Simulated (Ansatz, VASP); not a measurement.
## InP in VASP and in Ansatz

Contents of INCAR:

```
ALGO = Normal
EDIFF = 1E-6
ENCUT = 520
ISIF = 2
ISMEAR = 0
LASPH = True
LCHARG = False
LREAL = False
LWAVE = False
NBANDS = 16
NELM = 80
PREC = Accurate
SIGMA = 0.05
```

File KPOINTS:

```
k-points
0
Gamma
  12 12 12
```

File POSCAR:

```
InP
1.0
    0.0000000000      2.6383795266      2.9788636408
    2.9788636408      0.0000000000      2.9788636408
    2.9788636408      2.6383795266      0.0000000000
In P
1 1
Direct
    0.0000000000      0.0000000000      0.0000000000
    0.7500000000      0.7500000000      0.7500000000
```

Input for Ansatz:

```yaml
crystal:
  lattice:
    - [0.0, 2.6383795266, 2.9788636408]
    - [2.9788636408, 0.0, 2.9788636408]
    - [2.9788636408, 2.6383795266, 0.0]
  atoms:
    - { symbol: In, position: [0.0, 0.0, 0.0] }
    - { symbol: P, position: [0.75, 0.75, 0.75] }
basis:
  ecutwfc: 420
kpoints:
  mp_grid: { grid: [12, 12, 12] }
hamiltonian:
  xc: lda
  pseudopotentials: { kind: paw, azcp: { folder: soft_1 } }
scf:
  occupations: { method: gaussian, width: 0.05 }
output:
  forces: true
  stress: true
  eigenvalues: true
```

Alike in both runs: task single point; functional LDA; k mesh 12 × 12 × 12; occupations gaussian, width 0.05 eV; no spin polarisation.

|  | VASP | Ansatz |
| --- | --- | --- |
| version | VASP 6.6.1 | Ansatz 0.2.0 |
| potentials or method | VASP PAW LDA potentials, release 64 (In_d, P), cutoff 520 eV | scalar-relativistic, plane waves, PAW |
| valence electrons in the cell | 18 | 18 |

Ansatz gave:

| Item | Value |
| --- | --- |
| gap on the k mesh at the Fermi level (eV) | 0.50 |
| least direct gap on the mesh (eV) | 0.50 |
| pressure (GPa) | 3.9 |
| traceless stress, the component that is largest in VASP (GPa) | 2.50 |

Task: What did VASP give for the same quantities?

Result: gap on the k mesh at the Fermi level (eV): 0.53; least direct gap on the mesh (eV): 0.53; pressure (GPa): 3.9; traceless stress, the component that is largest in VASP (GPa): 2.49.

Ansatz warns that its potentials were made for another functional, while VASP's fit it. LDA's correlation is that of Perdew and Zunger in VASP and of Perdew and Wang (1992) in Ansatz.
